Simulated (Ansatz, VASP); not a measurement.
## Two plane-wave programs on Ga2Ge3O

The input INCAR:

```
ALGO = Normal ; EDIFF = 1E-6
EDIFFG = -0.04 ; ENCUT = 600
GGA = PE ; IBRION = 2
ISIF = 3 ; ISMEAR = 0
LASPH = True ; LCHARG = False
LREAL = False ; LWAVE = False
NELM = 60 ; NSW = 90
PREC = Accurate ; SIGMA = 0.1
```

File KPOINTS:

```
k-points
0
Gamma
  4 4 2
```

File POSCAR:

```
Ga2Ge3O
1.0
    3.7569313800      0.0000000000      0.0000000000
    0.0000000000      3.7569313800      0.0000000000
    0.0000000000      0.0000000000      8.4298512100
Ga Ge O
2 3 1
Direct
    0.5000000000      0.0000000000      0.0000000000
    0.0000000000      0.5000000000      0.0000000000
    0.5000000000      0.0000000000      0.5000000000
    0.0000000000      0.5000000000      0.5000000000
    0.0000000000      0.0000000000      0.5000000000
    0.0000000000      0.0000000000      0.0000000000
```

Input for Ansatz:

```yaml
crystal:
  lattice:
    - [3.75693138, 0.0, 0.0]
    - [0.0, 3.75693138, 0.0]
    - [0.0, 0.0, 8.42985121]
  atoms:
    - { symbol: Ga, position: [0.5, 0.0, 0.0] }
    - { symbol: Ga, position: [0.0, 0.5, 0.0] }
    - { symbol: Ge, position: [0.5, 0.0, 0.5] }
    - { symbol: Ge, position: [0.0, 0.5, 0.5] }
    - { symbol: Ge, position: [0.0, 0.0, 0.5] }
    - { symbol: O, position: [0.0, 0.0, 0.0] }
basis:
  ecutwfc: 420
kpoints:
  mp_grid: { grid: [4, 4, 2] }
hamiltonian:
  xc: pbe
scf:
  occupations: { method: gaussian, width: 0.1 }
  lower_state_search: "off"
output:
  forces: true
  stress: true
  eigenvalues: true
relax:
  adjacent_minimum: "off"
  f_tol: 0.04
  max_steps: 70
  cell: { stress_tol: 0.4 }
```

Alike in both runs: task relaxation of cell and atoms; functional PBE; k mesh 4 × 4 × 2; occupations gaussian, width 0.1 eV; no spin polarisation.

|  | VASP | Ansatz |
| --- | --- | --- |
| version | VASP 6.6.1 | Ansatz 0.2.0 |
| potentials or method | VASP PAW PBE potentials, release 64 (Ga_d, Ge_d, O), cutoff 600 eV | scalar-relativistic, plane waves, PAW |
| valence electrons in the cell | 74 | 74 |

|  | VASP | Ansatz | Ansatz less VASP |
| --- | --- | --- | --- |
| gap on the k mesh at the Fermi level, each at its own relaxed structure (eV) | none | none | - |
| relaxed volume (Å³/atom) | 20.51 | 20.94 | +0.438 |
| relaxed cell length with the largest relative difference (Å) | 4.965 | 5.023 | +0.0576 |

A gap of «none» marks a metal or a gap that the smearing closes.

The k mesh is coarse, so the values compare programs but aren't converged.
